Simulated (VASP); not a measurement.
# Te (Pm-3m) in VASP: further runs, part 2 of 2

VASP 6.6.1. The steps go on from the part before.

## 4. Single point, PBEsol (volume scaled by 0.58)

Input file INCAR:

```
SYSTEM = Te
ALGO = Normal
EDIFF = 1E-7
ENCUT = 520
GGA = PS
ISIF = 2
ISMEAR = -1
LASPH = .TRUE.
LCHARG = .TRUE.
LELF = .TRUE.
LREAL = .FALSE.
LVHAR = .TRUE.
LWAVE = .FALSE.
NBANDS = 9
NELM = 80
PREC = Accurate
SIGMA = 0.08
```

Input file KPOINTS:

```
k-points
0
G
  13 13 13
  0 0 0
```

Input file POSCAR:

```
Te
1.0
    2.6270322842      0.0000000000      0.0000000000
    0.0000000000      2.6270322842      0.0000000000
    0.0000000000      0.0000000000      2.6270322842
Te
1
Direct
    0.0000000000      0.0000000000      0.0000000000
```

Potentials or basis: VASP PAW PBE potentials, release 64 (Te).

Started as:

```console
$ cat potpaw_PBE.64/Te/POTCAR > POTCAR
$ mpirun -np 1 vasp_std > vasp.out
```

OUTCAR:

```text
SYSTEM = Te
   EDIFF = 1E-7
   ENCUT = 520
   GGA = PS
   ISIF = 2
   ISMEAR = -1
   LASPH = .TRUE.
   LREAL = .FALSE.
   NELM = 80
   PREC = Accurate

 ion  position               nearest neighbor table
   1  0.000  0.000  0.000-

  LATTYP: Found a simple cubic cell.
 ALAT       =     2.6270322842

  Lattice vectors:

 A1 = (   2.6270322842,   0.0000000000,   0.0000000000)
 A2 = (   0.0000000000,   2.6270322842,   0.0000000000)
 A3 = (   0.0000000000,   0.0000000000,   2.6270322842)

Analysis of symmetry for initial positions (statically):
=====================================================================
 Subroutine PRICEL returns:
 Original cell was already a primitive cell.

 Routine SETGRP: Setting up the symmetry group for a
 simple cubic supercell.

 Subroutine GETGRP returns: Found 48 space group operations
 (whereof 48 operations were pure point group operations)
 out of a pool of 48 trial point group operations.

The static configuration has the point symmetry O_h .

Analysis of symmetry for dynamics (positions and initial velocities):
=====================================================================
 Subroutine PRICEL returns:
 Original cell was already a primitive cell.

 Routine SETGRP: Setting up the symmetry group for a
 simple cubic supercell.

 Subroutine GETGRP returns: Found 48 space group operations
 (whereof 48 operations were pure point group operations)
 out of a pool of 48 trial point group operations.

The dynamic configuration has the point symmetry O_h .

 Subroutine INISYM returns: Found 48 space group operations
 (whereof 48 operations are pure point group operations),
 and found     1 'primitive' translations

----------------------------------------------------------------------------------------

                                     Primitive cell

[... 103 lines left out ...]
   ISMEAR =    -1;   SIGMA  =   0.08  broadening in eV -4-tet -1-fermi 0-gaus
   EFERMI_NEDOS =   21; number of points for ismear=-14 and -15
   IALGO  =     38    algorithm
   IMIX   =      4    mixing-type and parameters
     AMIX     =   0.40;   BMIX     =  1.00
     AMIX_MAG =   1.60;   BMIX_MAG =  1.00
  volume/ion in A,a.u.               =      18.13       122.35
  Fermi-wavevector in a.u.,A,eV,Ry     =   1.132383  2.139893 17.446618  1.282290
  Thomas-Fermi vector in A             =   2.269084
   LORBIT       =      0    0 simple, 1 ext, 2 COOP (PROOUT), +10 PAW based schemes
   GGA     = PS    functional components
   LHFCALC =     F    Hartree Fock is set to
   AEXX    =    0.0000 exact exchange contribution
   IVDW    =     0    specifies the selected vdW correction
   LEPSILON=     F    determine dielectric tensor
   LRPA    =     F    only Hartree local field effects (RPA)
 non-spin polarized calculation
  energy-cutoff  :      520.00
  volume of cell :       18.13
 maximum number of plane-waves:       498
 NGX is ok and might be reduce to    20
   NGX =  9   NGY =  9   NGZ =  9

 number of electron       5.9999999 magnetization

 Free energy of the ion-electron system (eV)
  ---------------------------------------------------
  ext. energy  EPLUGINS =         0.00000000
  ---------------------------------------------------
  free energy    TOTEN  =        -0.88728554 eV

  energy without entropy =       -0.87685067  energy(sigma->0) =       -0.88206811

 E-fermi :  16.2810     XC(G=0): -12.1492

 val. band max:       16.2545144701   @ k =   0.2308   0.2308   0.1538
 cond. band min:      16.3009779463   @ k =   0.3846   0.3077   0.2308
 fundamental gap:      0.0464634762
 Fermi energy:        16.2809746276

 k-point     1 :       0.0000    0.0000    0.0000
  band No.  band energies     occupation
      1      -3.7032      2.00000
      2      18.0673      0.00000
      3      18.0673      0.00000
      4      18.0673      0.00000
      5      21.8189      0.00000
      6      21.8189      0.00000
      7      25.6576      0.00000
      8      36.2697      0.00000
      9      36.2697      0.00000
[... 265 lines left out ...]
 k-point    24 :       0.3846    0.3077    0.0000
  band No.  band energies     occupation
      1       1.4974      2.00000
      2       8.0396      2.00000
      3      11.4537      2.00000
      4      18.7248      0.00000
      5      23.2428      0.00000
      6      26.4664      0.00000
      7      29.6774      0.00000
      8      30.5239      0.00000
      9      32.8105      0.00000

 [... further k-points ...]
[... 5 lines left out ...]
  --------------------------------------------------------------------------------------
  -------------------------------------------------------------------------------------
  Total       11.3096960     11.3096960     11.3096960     -0.0000000      0.0000000     -0.0000000
  in kB      999.4596950    999.4596950    999.4596950     -0.0000000      0.0000000     -0.0000000
  external PRESSURE =     999.4596950 kB  Pullay stress =       0.0000000 kB

 VOLUME and BASIS-vectors are now :
 -----------------------------------------------------------------------------
  energy-cutoff  :      520.00
  volume of cell :       18.13
      direct lattice vectors                 reciprocal lattice vectors
     2.627032284  0.000000000  0.000000000     0.380657674  0.000000000  0.000000000
     0.000000000  2.627032284  0.000000000     0.000000000  0.380657674  0.000000000
     0.000000000  0.000000000  2.627032284     0.000000000  0.000000000  0.380657674

 POSITION                                       TOTAL-FORCE (eV/Angst)
 -----------------------------------------------------------------------------------
      0.00000      0.00000      0.00000         0.000000      0.000000      0.000000
 -----------------------------------------------------------------------------------
    total drift:                               -0.000000     -0.000000      0.000000

  FREE ENERGIE OF THE ION-ELECTRON SYSTEM (eV)
  ---------------------------------------------------
  free  energy   TOTEN  =        -0.8872855426 eV

  energy  without entropy=       -0.8768506715  energy(sigma->0) =       -0.88206811
```

OSZICAR:

```text
N       E                     dE             d eps       ncg     rms          rms(c)
DAV:   1     0.132313942705E+02    0.13231E+02   -0.26673E+03  1512   0.537E+02
DAV:   2    -0.701917597451E+00   -0.13933E+02   -0.13501E+02  2133   0.762E+01
DAV:   3    -0.935290869678E+00   -0.23337E+00   -0.23158E+00  1853   0.992E+00
DAV:   4    -0.936244233951E+00   -0.95336E-03   -0.95332E-03  2114   0.737E-01
DAV:   5    -0.936247643339E+00   -0.34094E-05   -0.34083E-05  1945   0.351E-02    0.225E+01
DAV:   6    -0.902454854760E+00    0.33793E-01   -0.12032E-02  1783   0.527E-01    0.134E+01
DAV:   7    -0.887586666835E+00    0.14868E-01   -0.18462E-02  1800   0.665E-01    0.397E-01
DAV:   8    -0.887287976036E+00    0.29869E-03   -0.10148E-03  1673   0.186E-01    0.580E-02
DAV:   9    -0.887285984655E+00    0.19914E-05   -0.19059E-05  2113   0.271E-02    0.360E-02
DAV:  10    -0.887286298226E+00   -0.31357E-06   -0.10153E-06  1758   0.570E-03    0.509E-03
DAV:  11    -0.887285597146E+00    0.70108E-06   -0.11819E-07  1636   0.177E-03    0.141E-03
DAV:  12    -0.887285542642E+00    0.54504E-07   -0.26881E-09   965   0.394E-04
   1 F= -.88728554E+00 E0= -.88206811E+00  d E =-.104349E-01
```

It took 4.8 s on 1 thread of Intel Xeon 6975P-C (Granite Rapids), shared host; peak memory 0.13 GiB.

What came out:

```yaml
Free_energy: -0.8873 eV
Pressure: 99.9 GPa
Band_gap_on_the_k_mesh: zero (band 3 reaches 21.63 eV, above the bottom of band 4 at 12.54 eV)
```

Levels at points of the mesh, in eV from the Fermi level:
| k point | band 1 | band 2 | band 3 | band 4 | band 5 | band 6 | band 7 |
| --- | --- | --- | --- | --- | --- | --- | --- |
| (0.00, 0.00, 0.00) | -19.98 | 1.79 | 1.79 | 1.79 | 5.54 | 5.54 | 9.38 |

Caveat: the PAW data sets were made with another functional, which shifts forces and pressure a little; spin-orbit coupling is left out, which moves the levels of the heavy elements.

## 5. Single point, PBEsol (volume scaled by 0.58)

Input file INCAR:

```
PREC = Accurate
ENCUT = 520
EDIFF = 1E-7
ISMEAR = -1
SIGMA = 0.08
LREAL = False
LASPH = True
NELM = 80
ALGO = Normal
ISIF = 2
LWAVE = False
LCHARG = True
GGA = PS
LELF = True
LVHAR = True
NBANDS = 9
```

Input file KPOINTS:

```
regular mesh
0
Gamma
  13 13 13
```

POSCAR is that of step 4.

Potentials or basis: VASP PAW PBE potentials, release 64 (Te).

Started as:

```console
$ cat potpaw_PBE.64/Te/POTCAR > POTCAR
$ mpirun -np 1 vasp_std > vasp.out
```

OUTCAR:

```text
PREC = Accurate
   ENCUT = 520
   EDIFF = 1E-7
   ISMEAR = -1
   LREAL = False
   LASPH = True
   NELM = 80
   ISIF = 2
   GGA = PS

 ion  position               nearest neighbor table
   1  0.000  0.000  0.000-

  LATTYP: Found a simple cubic cell.
 ALAT       =     2.6270322842

  Lattice vectors:

 A1 = (   2.6270322842,   0.0000000000,   0.0000000000)
 A2 = (   0.0000000000,   2.6270322842,   0.0000000000)
[... 458 lines left out ...]
  band No.  band energies     occupation
      1       1.4974      2.00000
      2       8.0396      2.00000
      3      11.4537      2.00000
      4      18.7248      0.00000
      5      23.2428      0.00000
      6      26.4664      0.00000
      7      29.6774      0.00000
      8      30.5239      0.00000
      9      32.8105      0.00000

 [... further k-points ...]
[... 5 lines left out ...]
  --------------------------------------------------------------------------------------
  -------------------------------------------------------------------------------------
  Total       11.3096960     11.3096960     11.3096960     -0.0000000      0.0000000     -0.0000000
  in kB      999.4596950    999.4596950    999.4596950     -0.0000000      0.0000000     -0.0000000
  external PRESSURE =     999.4596950 kB  Pullay stress =       0.0000000 kB

 VOLUME and BASIS-vectors are now :
 -----------------------------------------------------------------------------
  energy-cutoff  :      520.00
  volume of cell :       18.13
      direct lattice vectors                 reciprocal lattice vectors
     2.627032284  0.000000000  0.000000000     0.380657674  0.000000000  0.000000000
     0.000000000  2.627032284  0.000000000     0.000000000  0.380657674  0.000000000
     0.000000000  0.000000000  2.627032284     0.000000000  0.000000000  0.380657674

 POSITION                                       TOTAL-FORCE (eV/Angst)
 -----------------------------------------------------------------------------------
      0.00000      0.00000      0.00000         0.000000      0.000000      0.000000
 -----------------------------------------------------------------------------------
    total drift:                               -0.000000     -0.000000      0.000000

  FREE ENERGIE OF THE ION-ELECTRON SYSTEM (eV)
  ---------------------------------------------------
  free  energy   TOTEN  =        -0.8872855426 eV

  energy  without entropy=       -0.8768506715  energy(sigma->0) =       -0.88206811
```

OSZICAR:

```text
N       E                     dE             d eps       ncg     rms          rms(c)
DAV:   1     0.132313942705E+02    0.13231E+02   -0.26673E+03  1512   0.537E+02
DAV:   2    -0.701917597451E+00   -0.13933E+02   -0.13501E+02  2133   0.762E+01
DAV:   3    -0.935290869678E+00   -0.23337E+00   -0.23158E+00  1853   0.992E+00
DAV:   4    -0.936244233951E+00   -0.95336E-03   -0.95332E-03  2114   0.737E-01
DAV:   5    -0.936247643339E+00   -0.34094E-05   -0.34083E-05  1945   0.351E-02    0.225E+01
DAV:   6    -0.902454854760E+00    0.33793E-01   -0.12032E-02  1783   0.527E-01    0.134E+01
DAV:   7    -0.887586666835E+00    0.14868E-01   -0.18462E-02  1800   0.665E-01    0.397E-01
DAV:   8    -0.887287976036E+00    0.29869E-03   -0.10148E-03  1673   0.186E-01    0.580E-02
DAV:   9    -0.887285984655E+00    0.19914E-05   -0.19059E-05  2113   0.271E-02    0.360E-02
DAV:  10    -0.887286298226E+00   -0.31357E-06   -0.10153E-06  1758   0.570E-03    0.509E-03
DAV:  11    -0.887285597146E+00    0.70108E-06   -0.11819E-07  1636   0.177E-03    0.141E-03
DAV:  12    -0.887285542642E+00    0.54504E-07   -0.26881E-09   965   0.394E-04
   1 F= -.88728554E+00 E0= -.88206811E+00  d E =-.104349E-01
```

Run time: 4.9 s. Hardware: 1 thread of Intel Xeon 6975P-C (Granite Rapids), shared host; peak memory 0.12 GiB.

What came out:

```
Free energy            : -0.8873 eV
Pressure               : 99.9 GPa
Band gap on the k mesh : zero (band 3 reaches 21.63 eV, above the bottom of band 4 at 12.54 eV)
```

Levels at points of the mesh, in eV from the Fermi level:
```csv
k point,band 1,band 2,band 3,band 4,band 5,band 6
"(0.00, 0.00, 0.00)",-19.98,1.79,1.79,1.79,5.54,5.54
```

Caveat: the PAW data sets were made with another functional, which shifts forces and pressure a little; spin-orbit coupling is left out, which moves the levels of the heavy elements.

## 6. Single point, PBEsol (volume scaled by 0.68)

Input file INCAR:

```
SYSTEM = Te
  ALGO = Normal
  EDIFF = 1E-6
  ENCUT = 520
  GGA = PS
  ISIF = 2
  ISMEAR = -1
  LASPH = .TRUE.
  LCHARG = .FALSE.
  LREAL = .FALSE.
  LWAVE = .FALSE.
  NBANDS = 9
  NELM = 80
  PREC = Accurate
  SIGMA = 0.08
```

Input file KPOINTS:

```
k-points
0
G
  13 13 13
  0 0 0
```

Input file POSCAR:

```
Te
1.0
    2.7700804550      0.0000000000      0.0000000000
    0.0000000000      2.7700804550      0.0000000000
    0.0000000000      0.0000000000      2.7700804550
Te
1
Direct
    0.0000000000      0.0000000000      0.0000000000
```

Potentials or basis: VASP PAW PBE potentials, release 64 (Te).

Started as:

```console
$ cat potpaw_PBE.64/Te/POTCAR > POTCAR
$ mpirun -np 1 vasp_std > vasp.out
```

Wall time 4.4 s (1 thread of Intel Xeon 6975P-C (Granite Rapids), shared host); peak memory 0.14 GiB.

Results (log left out):

| Property | Result |
| --- | --- |
| Free energy | -2.3254 eV |
| Pressure | 51.8 GPa |
| Band gap on the k mesh | zero (band 3 reaches 17.56 eV, above the bottom of band 4 at 9.04 eV) |

Levels at points of the mesh, in eV from the Fermi level:
```
           k point  band 1  band 2  band 3  band 4  band 5  band 6  band 7  band 8
(0.00, 0.00, 0.00)  -18.12    1.42    1.42    1.42    5.37    5.37    8.18   19.36
```

Caveat: the PAW data sets were made with another functional, which shifts forces and pressure a little; spin-orbit coupling is left out, which moves the levels of the heavy elements.

## 7. Overview

```tsv
cell	gap on the mesh (eV)	pressure (GPa)
a = 2.500 Å, 1 atom	none	172.7
a = 2.627 Å, 1 atom	none	99.9
a = 2.770 Å, 1 atom	none	51.8
```

Alike in all rows: task single point; level PBEsol; potentials or basis VASP PAW PBE potentials, release 64 (Te); no spin polarisation; k mesh 13 × 13 × 13; cutoff (eV) 520; smearing fermi-dirac 0.08 eV.

Caveats: the PAW data sets were made with another functional, which shifts forces and pressure a little; spin-orbit coupling is left out, which moves the levels of the heavy elements.

Total energies depend on the potentials used, so only differences within one code and one set of settings carry meaning.
